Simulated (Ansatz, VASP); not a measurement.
Two plane-wave programs on Hf4N2O

POSCAR

```
Hf4N2O
1.0
    3.1787819358      0.0000000000      0.0000000000
   -1.5893909679      2.7529059094      0.0000000000
    0.0000000000      0.0000000000     10.7958158783
Hf N O
4 2 1
Direct
    0.6666666667      0.3333333333      0.8628952479
    0.6666666667      0.3333333333      0.3809751707
    0.3333333333      0.6666666667      0.1371047521
    0.3333333333      0.6666666667      0.6190248293
    0.0000000000      0.0000000000      0.7425833449
    0.0000000000      0.0000000000      0.2574166551
    0.0000000000      0.0000000000      0.0000000000
```

File INCAR.step1:

```
SYSTEM = Hf4N2O
PREC     = Accurate       ! precision mode
ENCUT    = 520            ! plane-wave cutoff, eV
ISMEAR   = 0              ! smearing method
SIGMA    = 0.1            ! smearing width, eV
LREAL    = .False.        ! projectors in reciprocal space
LASPH    = .True.         ! aspherical terms in the spheres
NELM     = 60             ! most SCF steps
NBANDS   = 37             ! bands
GGA      = PE             ! functional
ALGO     = Normal         ! electronic algorithm
EDIFF    = 1E-4           ! SCF threshold, eV
LWAVE    = .True.         ! write WAVECAR
LCHARG   = .False.        ! write CHGCAR
```

The input INCAR.step2:

```
SYSTEM = Hf4N2O
PREC     = Accurate       ! precision mode
ENCUT    = 520            ! plane-wave cutoff, eV
EDIFF    = 1E-6           ! SCF threshold, eV
ISMEAR   = 0              ! smearing method
SIGMA    = 0.1            ! smearing width, eV
LREAL    = .False.        ! projectors in reciprocal space
LASPH    = .True.         ! aspherical terms in the spheres
NELM     = 60             ! most SCF steps
ALGO     = Normal         ! electronic algorithm
ISIF     = 2              ! what is computed and relaxed
LWAVE    = .False.        ! write WAVECAR
LCHARG   = .False.        ! write CHGCAR
METAGGA  = R2SCAN         ! meta-GGA
LMIXTAU  = .True.       
NBANDS   = 37             ! bands
ISTART   = 1
```

Contents of KPOINTS:

```
Automatic mesh
0
Gamma
  12 12 4
  0 0 0
```

Input for Ansatz:

```yaml
crystal:
  lattice:
    - [3.1787819358, 0.0, 0.0]
    - [-1.5893909679, 2.7529059094, 0.0]
    - [0.0, 0.0, 10.7958158783]
  atoms:
    - { symbol: Hf, position: [0.6666666667, 0.3333333333, 0.8628952479] }
    - { symbol: Hf, position: [0.6666666667, 0.3333333333, 0.3809751707] }
    - { symbol: Hf, position: [0.3333333333, 0.6666666667, 0.1371047521] }
    - { symbol: Hf, position: [0.3333333333, 0.6666666667, 0.6190248293] }
    - { symbol: "N", position: [0.0, 0.0, 0.7425833449] }
    - { symbol: "N", position: [0.0, 0.0, 0.2574166551] }
    - { symbol: O, position: [0.0, 0.0, 0.0] }
basis:
  ecutwfc: 500
kpoints:
  mp_grid: { grid: [12, 12, 4] }
  band_path:
    path:
      - [[0.0, 0.0, 0.0], [0.5, 0.0, 0.0], [0.33333333, 0.33333333, 0.0], [0.0, 0.0, 0.0], [0.0, 0.0, 0.5], [0.5, 0.0, 0.5], [0.33333333, 0.33333333, 0.5], [0.0, 0.0, 0.5]]
      - [[0.5, 0.0, 0.5], [0.5, 0.0, 0.0]]
      - [[0.33333333, 0.33333333, 0.5], [0.33333333, 0.33333333, 0.0]]
    npoints: 14
hamiltonian:
  xc: r2scan
scf:
  occupations: { method: gaussian, width: 0.1 }
  n_extra_bands: 17
output:
  forces: true
  stress: true
  eigenvalues: true
  populations: true
  dos: { projected: true, de: 0.02, nscf_kmesh: { grid: [15, 15, 5] } }
  bader: true
  write_density: true
  write_potential: true
  elf: true
  volumetric_format: npy
```

Alike in both runs: task single point; functional r2SCAN; k mesh 12 × 12 × 4; occupations gaussian, width 0.1 eV; no spin polarisation.

|  | VASP | Ansatz |
| --- | --- | --- |
| version | VASP 6.6.1 | Ansatz 0.2.0 |
| potentials or method | VASP PAW PBE potentials, release 64 (Hf_pv, N, O), cutoff 520 eV | scalar-relativistic, plane waves, PAW |
| valence electrons in the cell | 56 | 120 |

|  | VASP | Ansatz | Ansatz less VASP |
| --- | --- | --- | --- |
| gap on the k mesh at the Fermi level (eV) | none | none | - |
| pressure (GPa) | -5.5 | -3.5 | +2.03 |
| traceless stress, the component that is largest in VASP (GPa) | 0.80 | 0.71 | -0.082 |
| rms of the force components (eV/Å) | 0.055 | 0.031 | -0.0237 |

VASP's potentials were made for PBE, not for r2SCAN. Atom by atom the forces differ by 0.028 eV/Å (rms over components). A gap of «none» marks a metal or a gap that the smearing closes. The functional is the same, so the differences come from potentials, cutoffs and numerics. VASP's potentials hold 56 valence electrons a cell and Ansatz's 120, so a difference there can come from the potentials and not from the codes.

Spin-orbit coupling is off throughout.
